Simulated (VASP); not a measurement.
Input of a VASP 6.6.1 run:

INCAR

```
  PREC = Accurate
  ENCUT = 600
  EDIFF = 1E-6
  ISMEAR = 0
  SIGMA = 0.01
  LREAL = F
  LASPH = T
  NELM = 120
  ALGO = Normal
  ISIF = 2
  LWAVE = F
  LCHARG = T
  GGA = PE
  LELF = T
  LVHAR = T
  NBANDS = 27
  GGA_COMPAT = F
```

The input KPOINTS:

```
Automatic mesh
0
Gamma
  4 4 4
  0.5 0.5 0.5
```

File POSCAR:

```
KTaO3
1.0
    3.9883000000      0.0000000000      0.0000000000
    0.0000000000      4.0298562214      0.0000000000
    0.0000000000      0.0000000000      4.0298562214
K Ta O
1 1 3
Direct
    0.5000000000      0.5000000000      0.5000000000
    0.0000000000      0.0000000000      0.0000000000
    0.5000000000      0.0000000000      0.0000000000
    0.0000000000      0.5000000000      0.0000000000
    0.0000000000      0.0000000000      0.5000000000
```

Potentials or basis: VASP PAW PBE potentials, release 64 (K_sv, Ta_pv, O).

Launch:

```sh
$ cat potpaw_PBE.64/K_sv/POTCAR potpaw_PBE.64/Ta_pv/POTCAR potpaw_PBE.64/O/POTCAR > POTCAR
$ mpirun -np 1 vasp_std > vasp.out
```

Problem. Predict the pressure.

Solution. 1.7 GPa.

Problem. Estimate the band gap on the k mesh.

Solution. 3.06 eV (least direct gap 3.78 eV).

Stress tensor (GPa, compression positive):
```
4.14 0.00 0.00
0.00 0.42 0.00
0.00 0.00 0.42
```

Caveat: spin-orbit coupling is left out, which moves the levels of the heavy elements; a shifted mesh leaves out Γ, where band edges can lie. A k mesh can miss the band edges.
